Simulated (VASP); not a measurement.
# GaN (I-4m2) in VASP: a series of runs

Runs on GaN. Level: PBE. Tasks: single point.

All numbers are computed with VASP 6.6.1; they aren't measurements. Logs are shortened: lines on timing, memory, paths and dates and some standing lists are left out, and cuts for length are marked.

## (1) The cell of the first run

It takes space group I-4m2 (No. 119, tetragonal). The conventional cell has a = 3.028 Å, b = 3.028 Å, c = 4.732 Å, α = 90.00°, β = 90.00°, γ = 90.00°. Within 2.5 Å of Ga (site symmetry -4m2) lie 4 N at 1.92 Å. Within 2.5 Å of N (site symmetry -4m2) lie 4 Ga at 1.92 Å.

## (2) Single point, PBE (strain -0.050 along x and y, +0.050 along z)

INCAR

```
PREC     = Accurate       # precision mode
ENCUT    = 520            # plane-wave cutoff, eV
EDIFF    = 1E-6           # SCF threshold, eV
ISMEAR   = 0              # smearing method
SIGMA    = 0.05           # smearing width, eV
LREAL    = False          # projectors in reciprocal space
LASPH    = True           # aspherical terms in the spheres
NELM     = 80             # most SCF steps
ALGO     = Normal         # electronic algorithm
ISIF     = 2              # what is computed and relaxed
LWAVE    = False          # write WAVECAR
LCHARG   = False          # write CHGCAR
GGA      = PE             # functional
NBANDS   = 16             # bands
```

KPOINTS

```
Automatic mesh
0
Gamma
  10 10 10
```

POSCAR

```
GaN
1.0
    0.0000000000      2.1408255771      2.3661756379
    2.1408255771      0.0000000000      2.3661756379
    2.1408255771      2.1408255771      0.0000000000
Ga N
1 1
Direct
    0.0000000000      0.0000000000      0.0000000000
    0.7500000000      0.7500000000      0.7500000000
```

Potentials or basis: VASP PAW PBE potentials, release 64 (Ga_d, N).

Launch:

```bash
> cat potpaw_PBE.64/Ga_d/POTCAR potpaw_PBE.64/N/POTCAR > POTCAR
> mpirun -np 1 vasp_std > vasp.out
```

OUTCAR:

```text
PREC = Accurate
   ENCUT = 520
   EDIFF = 1E-6
   ISMEAR = 0
   LREAL = False
   LASPH = True
   NELM = 80
   ISIF = 2
   GGA = PE

 ion  position               nearest neighbor table
   1  0.000  0.000  0.000-   2 1.92   2 1.92   2 1.92   2 1.92
   2  0.750  0.750  0.750-   1 1.92   1 1.92   1 1.92   1 1.92

  LATTYP: Found a body centered tetragonal cell.
 ALAT       =     3.0275845658
 C/A-ratio  =     1.5630781479

  Lattice vectors:

 A1 = (  -2.1408255771,   0.0000000000,   2.3661756379)
 A2 = (   2.1408255771,   0.0000000000,   2.3661756379)
 A3 = (   0.0000000000,   2.1408255771,  -2.3661756379)

Analysis of symmetry for initial positions (statically):
=====================================================================
 Subroutine PRICEL returns:
 Original cell was already a primitive cell.

 Routine SETGRP: Setting up the symmetry group for a
 body centered tetragonal supercell.

 Subroutine GETGRP returns: Found  8 space group operations
 (whereof  8 operations were pure point group operations)
 out of a pool of 16 trial point group operations.

The static configuration has the point symmetry D_2d.

Analysis of symmetry for dynamics (positions and initial velocities):
=====================================================================
 Subroutine PRICEL returns:
 Original cell was already a primitive cell.

 Routine SETGRP: Setting up the symmetry group for a
 body centered tetragonal supercell.

 Subroutine GETGRP returns: Found  8 space group operations
 (whereof  8 operations were pure point group operations)
 out of a pool of 16 trial point group operations.

The dynamic configuration has the point symmetry D_2d.

 Subroutine INISYM returns: Found  8 space group operations
 (whereof  8 operations are pure point group operations),
 and found     1 'primitive' translations

----------------------------------------------------------------------------------------

                                     Primitive cell

  volume of cell :      21.6890

  direct lattice vectors                    reciprocal lattice vectors
     0.000000000  2.140825577  2.366175638    -0.233554758  0.233554758  0.211311448
     2.140825577  0.000000000  2.366175638     0.233554758 -0.233554758  0.211311448
     2.140825577  2.140825577  0.000000000     0.233554758  0.233554758 -0.211311448

  length of vectors
     3.190912299  3.190912299  3.027584566     0.392107355  0.392107355  0.392107355

  position of ions in fractional coordinates (direct lattice)
     0.000000000  0.000000000  0.000000000
     0.750000000  0.750000000  0.750000000

  ion indices of the primitive-cell ions
   primitive index   ion index
                 1           1
                 2           2

----------------------------------------------------------------------------------------

 KPOINTS: Automatic mesh

Automatic generation of k-mesh.
 Grid dimensions read from file:
 generate k-points for:   10   10   10

 Generating k-lattice:

  Cartesian coordinates                     Fractional coordinates (reciprocal lattice)
    -0.023355476  0.023355476  0.021131145     0.100000000 -0.000000000  0.000000000
     0.023355476 -0.023355476  0.021131145    -0.000000000  0.100000000  0.000000000
     0.023355476  0.023355476 -0.021131145     0.000000000  0.000000000  0.100000000

  Length of vectors
     0.039210736  0.039210736  0.039210736

  Shift w.r.t. Gamma in fractional coordinates (k-lattice)
     0.000000000  0.000000000  0.000000000

 Subroutine IBZKPT returns following result:
 ===========================================

 Found    102 irreducible k-points:

 Following reciprocal coordinates:
            Coordinates               Weight
  0.000000  0.000000  0.000000      1.000000
  0.100000  0.000000  0.000000      8.000000
  0.200000  0.000000  0.000000      8.000000
  0.300000  0.000000  0.000000      8.000000
  0.400000 -0.000000  0.000000      8.000000
  0.500000 -0.000000  0.000000      4.000000
[... 16 lines left out ...]
  0.300000  0.300000  0.000000      2.000000
  0.400000  0.300000  0.000000      8.000000
 [... further k-points ...]
   k-points           NKPTS =    102   k-points in BZ     NKDIM =    102   number of bands    NBANDS=     16
   number of dos      NEDOS =    301   number of ions     NIONS =      2
   total plane-waves  NPLWV =  13824
   dimension x,y,z NGX =    24 NGY =   24 NGZ =   24
   dimension x,y,z NGXF=    48 NGYF=   48 NGZF=   48
   ions per type =               1   1
   NGX,Y,Z   is equivalent  to a cutoff of  12.50, 12.50, 13.18 a.u.
   NGXF,Y,Z  is equivalent  to a cutoff of  25.01, 25.01, 26.36 a.u.
 SYSTEM =  unknown system
   PREC   = accura    normal or accurate (medium, high low for compatibility)
   ISTART =      0    job   : 0-new  1-cont  2-samecut
   ICHARG =      2    charge: 1-file 2-atom 10-const
   ISPIN  =      1    spin polarized calculation?
   LNONCOLLINEAR =      F non collinear calculations
   LSORBIT =      F    spin-orbit coupling
   LASPH  =      T    aspherical Exc in radial PAW
   ENCUT  =  520.0 eV  38.22 Ry    6.18 a.u.   5.93  5.93  5.63*2*pi/ulx,y,z
   NELM   =     80;   NELMIN=  2; NELMDL= -5     # of ELM steps
   EDIFF  = 0.1E-05   stopping-criterion for ELM
   LREAL  =      F    real-space projection
   EDIFFG = 0.1E-04   stopping-criterion for IOM
   NSW    =      0    number of steps for IOM
   IBRION =     -1    ionic relax: 0-MD 1-quasi-New 2-CG
   NFREE  =      0    steps in history (QN), initial steepest desc. (CG)
   ISIF   =      2    stress and relaxation
   ISYM   =      2    0-nonsym 1-usesym 2-fastsym
   POTIM  = 0.5000    time-step for ionic-motion
   TEBEG  =    0.0;   TEEND  =   0.0 temperature during run
   PSTRESS=    0.0 pullay stress
   NELECT =      18.0000    total number of electrons
   NUPDOWN=      -1.0000    fix difference up-down
   EMIN   =  10.00;   EMAX   =-10.00  energy-range for DOS
   EFERMI =   0.00;   METHOD = LEGACY
   ISMEAR =     0;   SIGMA  =   0.05  broadening in eV -4-tet -1-fermi 0-gaus
   EFERMI_NEDOS =   21; number of points for ismear=-14 and -15
   IALGO  =     38    algorithm
   IMIX   =      4    mixing-type and parameters
     AMIX     =   0.40;   BMIX     =  1.00
     AMIX_MAG =   1.60;   BMIX_MAG =  1.00
  volume/ion in A,a.u.               =      10.84        73.18
  Fermi-wavevector in a.u.,A,eV,Ry     =   1.538459  2.907265 32.203016  2.366855
  Thomas-Fermi vector in A             =   2.644824
   LORBIT       =      0    0 simple, 1 ext, 2 COOP (PROOUT), +10 PAW based schemes
   GGA     = PE    functional components
   LHFCALC =     F    Hartree Fock is set to
   AEXX    =    0.0000 exact exchange contribution
   IVDW    =     0    specifies the selected vdW correction
   LEPSILON=     F    determine dielectric tensor
   LRPA    =     F    only Hartree local field effects (RPA)
 non-spin polarized calculation
 Gauss-broadening in eV      SIGMA  =   0.05
  energy-cutoff  :      520.00
  volume of cell :       21.69
 maximum number of plane-waves:       612
   NGX = 11   NGY = 11   NGZ = 11

 number of electron      18.0000008 magnetization

 Free energy of the ion-electron system (eV)
  ---------------------------------------------------
  ext. energy  EPLUGINS =         0.00000000
  ---------------------------------------------------
  free energy    TOTEN  =       -12.00096217 eV

  energy without entropy =      -12.00096217  energy(sigma->0) =      -12.00096217

 E-fermi :   6.4071     XC(G=0): -11.9691

 val. band max:        6.0744920547   @ k =   0.0000   0.0000   0.0000
 cond. band min:       7.9193719178   @ k =   0.0000   0.0000   0.0000
 fundamental gap:      1.8448798631
 Fermi energy:         6.4071110473

 k-point     1 :       0.0000    0.0000    0.0000
  band No.  band energies     occupation
      1     -10.5035      2.00000
      2      -7.7159      2.00000
      3      -7.5867      2.00000
      4      -7.5867      2.00000
      5      -7.2705      2.00000
      6      -7.2600      2.00000
[... 8 lines left out ...]
     15      23.6629      0.00000
     16      24.2621      0.00000

 k-point     2 :       0.1000    0.0000    0.0000
  band No.  band energies     occupation
      1     -10.3800      2.00000
      2      -7.6908      2.00000
      3      -7.5716      2.00000
      4      -7.5631      2.00000
      5      -7.2674      2.00000
      6      -7.2645      2.00000
[... 8 lines left out ...]
     15      24.6077      0.00000
     16      25.0298      0.00000

 k-point     3 :       0.2000    0.0000    0.0000
  band No.  band energies     occupation
      1     -10.0618      2.00000
      2      -7.6333      2.00000
      3      -7.5359      2.00000
      4      -7.4428      2.00000
      5      -7.2720      2.00000
      6      -7.2482      2.00000
[... 8 lines left out ...]
     15      23.8416      0.00000
     16      23.8876      0.00000

 k-point     4 :       0.3000    0.0000    0.0000
  band No.  band energies     occupation
      1      -9.7066      2.00000
      2      -7.5951      2.00000
      3      -7.5033      2.00000
      4      -7.2688      2.00000
      5      -7.2474      2.00000
      6      -7.0333      2.00000
[... 8 lines left out ...]
     15      23.8638      0.00000
     16      24.1258      0.00000

 k-point     5 :       0.4000   -0.0000    0.0000
  band No.  band energies     occupation
      1      -9.4811      2.00000
      2      -7.5813      2.00000
      3      -7.4900      2.00000
      4      -7.2526      2.00000
      5      -7.1976      2.00000
      6      -6.4070      2.00000
[... 8 lines left out ...]
     15      25.0530      0.00000
     16      25.6318      0.00000

 k-point     6 :       0.5000   -0.0000    0.0000
  band No.  band energies     occupation
      1      -9.4134      2.00000
      2      -7.5787      2.00000
      3      -7.4881      2.00000
      4      -7.2430      2.00000
      5      -7.1787      2.00000
      6      -6.0066      2.00000
[... 8 lines left out ...]
     15      26.0930      0.00000
     16      26.6867      0.00000

 k-point     7 :       0.1000    0.1000    0.0000
  band No.  band energies     occupation
      1     -10.3573      2.00000
      2      -7.6842      2.00000
      3      -7.5588      2.00000
      4      -7.5588      2.00000
      5      -7.2860      2.00000
      6      -7.2546      2.00000
[... 8 lines left out ...]
     15      25.4066      0.00000
     16      26.9494      0.00000

 k-point     8 :       0.2000    0.1000    0.0000
  band No.  band energies     occupation
      1     -10.1180      2.00000
      2      -7.6262      2.00000
      3      -7.5227      2.00000
      4      -7.4879      2.00000
      5      -7.2925      2.00000
      6      -7.2524      2.00000
[... 8 lines left out ...]
     15      25.6001      0.00000
     16      25.9957      0.00000

 k-point     9 :       0.3000    0.1000    0.0000
  band No.  band energies     occupation
      1      -9.7786      2.00000
      2      -7.5832      2.00000
      3      -7.4855      2.00000
      4      -7.2928      2.00000
      5      -7.2496      2.00000
      6      -7.1872      2.00000
[... 8 lines left out ...]
     15      24.5403      0.00000
     16      25.4797      0.00000
[... 172 lines left out ...]
 k-point    19 :       0.5000    0.2000    0.0000
  band No.  band energies     occupation
      1      -9.3475      2.00000
      2      -7.5427      2.00000
      3      -7.4105      2.00000
      4      -7.2783      2.00000
      5      -7.2340      2.00000
      6      -6.0309      2.00000
[... 8 lines left out ...]
     15      26.1431      0.00000
     16      27.4140      0.00000

 k-point    20 :      -0.4000    0.2000    0.0000
  band No.  band energies     occupation
      1      -9.3222      2.00000
      2      -7.5547      2.00000
      3      -7.4196      2.00000
      4      -7.2597      2.00000
      5      -7.2496      2.00000
      6      -5.7701      2.00000
[... 8 lines left out ...]
     15      25.3190      0.00000
     16      26.0374      0.00000

 k-point    21 :      -0.3000    0.2000    0.0000
  band No.  band energies     occupation
      1      -9.3926      2.00000
      2      -7.5631      2.00000
      3      -7.4383      2.00000
      4      -7.2937      2.00000
      5      -7.2603      2.00000
      6      -6.1937      2.00000
[... 8 lines left out ...]
     15      24.3362      0.00000
     16      26.3588      0.00000

 k-point    22 :      -0.2000    0.2000    0.0000
  band No.  band energies     occupation
      1      -9.5757      2.00000
      2      -7.5808      2.00000
      3      -7.4752      2.00000
      4      -7.3068      2.00000
      5      -7.3021      2.00000
      6      -6.7646      2.00000
[... 8 lines left out ...]
     15      24.2423      0.00000
     16      25.9195      0.00000

 k-point    23 :       0.3000    0.3000    0.0000
  band No.  band energies     occupation
      1      -9.5596      2.00000
      2      -7.4522      2.00000
      3      -7.3850      2.00000
      4      -7.3850      2.00000
      5      -7.2226      2.00000
      6      -7.0652      2.00000
[... 8 lines left out ...]
     15      29.6766      0.00000
     16      30.0021      0.00000

 k-point    24 :       0.4000    0.3000    0.0000
  band No.  band energies     occupation
      1      -9.3932      2.00000
      2      -7.4672      2.00000
      3      -7.3599      2.00000
      4      -7.3484      2.00000
      5      -7.2170      2.00000
      6      -6.6355      2.00000
[... 8 lines left out ...]
     15      29.3594      0.00000
     16      29.7711      0.00000

 [... further k-points ...]
[... 5 lines left out ...]
  --------------------------------------------------------------------------------------
  -------------------------------------------------------------------------------------
  Total        2.8312432      2.8312432      0.8006762      0.0000000      0.0000000      0.0000000
  in kB      209.1453522    209.1453522     59.1463517      0.0000000      0.0000000      0.0000000
  external PRESSURE =     159.1456854 kB  Pullay stress =       0.0000000 kB

 VOLUME and BASIS-vectors are now :
 -----------------------------------------------------------------------------
  energy-cutoff  :      520.00
  volume of cell :       21.69
      direct lattice vectors                 reciprocal lattice vectors
     0.000000000  2.140825577  2.366175638    -0.233554758  0.233554758  0.211311448
     2.140825577  0.000000000  2.366175638     0.233554758 -0.233554758  0.211311448
     2.140825577  2.140825577  0.000000000     0.233554758  0.233554758 -0.211311448

 POSITION                                       TOTAL-FORCE (eV/Angst)
 -----------------------------------------------------------------------------------
      0.00000      0.00000      0.00000         0.000000      0.000000      0.000000
      3.21124      3.21124      3.54926        -0.000000     -0.000000     -0.000000
 -----------------------------------------------------------------------------------
    total drift:                               -0.000000     -0.000000      0.000003

  FREE ENERGIE OF THE ION-ELECTRON SYSTEM (eV)
  ---------------------------------------------------
  free  energy   TOTEN  =       -12.0009621713 eV

  energy  without entropy=      -12.0009621713  energy(sigma->0) =      -12.00096217
```

Run time: 18 s. Hardware: 1 thread of AMD EPYC 9R45 (Zen 5), shared host; peak memory 0.13 GiB.

Results:

```yaml
Free_energy: -12.0010 eV
Pressure: 15.9 GPa
Band_gap_on_the_k_mesh: 1.84 eV, direct
```

Caveat: the cell differs from its parent crystal (strain -0.050 along x and y, +0.050 along z).

## (3) Single point, PBE (strain +0.025 along x and y, -0.050 along z)

INCAR is that of step 2.

KPOINTS is that of step 2.

POSCAR

```
GaN
1.0
    0.0000000000      2.3098381227      2.1408255771
    2.3098381227      0.0000000000      2.1408255771
    2.3098381227      2.3098381227      0.0000000000
Ga N
1 1
Direct
    0.0000000000      0.0000000000      0.0000000000
    0.7500000000      0.7500000000      0.7500000000
```

Potentials or basis: VASP PAW PBE potentials, release 64 (Ga_d, N).

Launch:

```bash
> cat potpaw_PBE.64/Ga_d/POTCAR potpaw_PBE.64/N/POTCAR > POTCAR
> mpirun -np 1 vasp_std > vasp.out
```

It took 18 s on 1 thread of AMD EPYC 9R45 (Zen 5), shared host; peak memory 0.13 GiB.

It converged, with:

```
Free energy            : -12.1125 eV
Pressure               : 5.1 GPa
Band gap on the k mesh : 1.52 eV, direct
```

Stress tensor (GPa, compression positive):
```
 2.52  0.00  0.00
 0.00  2.52  0.00
 0.00  0.00 10.13
```

Levels at points of the mesh, in eV from the valence-band top:
```tsv
k point	band 5	band 6	band 7	band 8	band 9	band 10	band 11	band 12	band 13	band 14
(0.00, 0.00, 0.00)	-13.34	-13.34	-0.31	-0.31	0.00	1.52	10.01	10.22	10.22	17.45
(0.50, 0.00, 0.00)	-13.27	-12.09	-7.23	-1.43	-0.91	4.32	8.56	9.63	10.91	15.34
(0.50, 0.50, 0.00)	-13.24	-11.39	-5.77	-3.27	-3.27	2.88	5.64	12.23	13.50	13.50
(0.50, 0.00, 0.50)	-13.27	-11.80	-6.59	-2.71	-2.67	3.34	6.89	11.15	13.05	14.73
```

Caveat: the cell differs from its parent crystal (strain +0.025 along x and y, -0.050 along z).

## (4) Single point, PBE (strain +0.050 along x and y, -0.025 along z)

INCAR

```
  PREC = Accurate
  ENCUT = 520
  EDIFF = 1E-6
  ISMEAR = 0
  SIGMA = 0.05
  LREAL = False
  LASPH = True
  NELM = 60
  ALGO = Normal
  ISIF = 2
  LWAVE = False
  LCHARG = False
  GGA = PE
  NBANDS = 16
```

KPOINTS

```
regular mesh
0
Gamma
  10 10 10
```

POSCAR

```
GaN
1.0
    0.0000000000      2.3661756379      2.1971630923
    2.3661756379      0.0000000000      2.1971630923
    2.3661756379      2.3661756379      0.0000000000
Ga N
1 1
Direct
    0.0000000000      0.0000000000      0.0000000000
    0.7500000000      0.7500000000      0.7500000000
```

Launch:

```bash
> cat potpaw_PBE.64/Ga_d/POTCAR potpaw_PBE.64/N/POTCAR > POTCAR
> mpirun -np 1 vasp_std > vasp.out
```

Run time: 20 s. Hardware: 1 thread of AMD EPYC 9R45 (Zen 5), shared host; peak memory 0.14 GiB.

It converged, with:

| Quantity | Value |
| --- | --- |
| Free energy | -12.0989 eV |
| Pressure | -7.1 GPa |
| Band gap on the k mesh | 1.05 eV, direct |

Stress tensor (GPa, compression positive):
```
-9.72  0.00  0.00
 0.00 -9.72  0.00
 0.00  0.00 -1.82
```

Levels at points of the mesh, in eV from the valence-band top:
| k point | band 6 | band 7 | band 8 | band 9 | band 10 | band 11 | band 12 | band 13 |
| --- | --- | --- | --- | --- | --- | --- | --- | --- |
| (0.00, 0.00, 0.00) | -13.36 | -0.29 | -0.29 | 0.00 | 1.05 | 9.55 | 9.77 | 9.77 |
| (0.50, 0.00, 0.00) | -12.09 | -6.76 | -1.31 | -0.83 | 3.85 | 8.18 | 9.31 | 10.43 |
| (0.50, 0.50, 0.00) | -11.42 | -5.51 | -2.98 | -2.98 | 2.91 | 5.28 | 11.64 | 12.76 |
| (0.50, 0.00, 0.50) | -11.77 | -6.27 | -2.46 | -2.44 | 3.30 | 6.39 | 10.72 | 12.36 |

Caveat: the cell differs from its parent crystal (strain +0.050 along x and y, -0.025 along z).

## (5) The runs side by side

| cell | gap on the mesh (eV) | pressure (GPa) |
| --- | --- | --- |
| a = 3.191, b = 3.191, c = 3.028 Å, angles 61.7, 61.7, 56.6°, 2 atoms | 1.84 | 15.9 |
| a = 3.149, b = 3.149, c = 3.267 Å, angles 58.8, 58.8, 62.5°, 2 atoms | 1.52 | 5.1 |
| a = 3.229, b = 3.229, c = 3.346 Å, angles 58.8, 58.8, 62.4°, 2 atoms | 1.05 | -7.1 |

Alike in all rows: task single point; level PBE; potentials or basis VASP PAW PBE potentials, release 64 (Ga_d, N); no spin polarisation; k mesh 10 × 10 × 10; cutoff (eV) 520; smearing gaussian 0.05 eV.

Total energies depend on the potentials used, so only differences within one code and one set of settings carry meaning.
